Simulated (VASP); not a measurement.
Crystal: SnO (Romarchite).

```
Sn O
1.0
     3.79860    0.00000    0.00000
     0.00000    3.79860    0.00000
     0.00000    0.00000    4.84080
Sn O
2 2
Direct
  0.50000 0.00000 0.23690
  0.00000 0.50000 0.76310
  0.00000 0.00000 0.00000
  0.50000 0.50000 0.00000
```

Base run:

- Program: VASP 6.6.1
- Functional: PBEsol
- Potentials or basis: VASP PAW PBE potentials, release 64 (Sn_d, O_h)
- Cutoff: 910 eV
- k mesh: 5 × 5 × 4
- Occupations: gaussian, width 0.01 eV
- Spin: no spin polarisation

Its results: band gap on the k mesh 0.47 eV, indirect (least direct gap 2.04 eV); pressure 0.7 GPa; largest force 0.275 eV/Å.

Question: The run is repeated on the same cell with these changes: potentials or basis from VASP PAW PBE potentials, release 64 (Sn_d, O_h) to VASP PAW PBE potentials, release 64 (Sn_d, O); cutoff from 910 eV to 520 eV; k mesh from 5 × 5 × 4 to 6 × 6 × 4. What comes out?

Answer: Band gap on the k mesh 0.05 eV, indirect (least direct gap 1.92 eV); pressure 0.8 GPa; largest force 0.283 eV/Å.

Caveats: the PAW data sets were made with another functional, which shifts forces and pressure a little; spin-orbit coupling is left out, which moves the levels of the heavy elements; the cutoff is under 1.25 times the usual one of these potentials, so pressure, stress and relaxed cells hold a basis-set (Pulay) error (some runs).

A k mesh can miss the band edges.
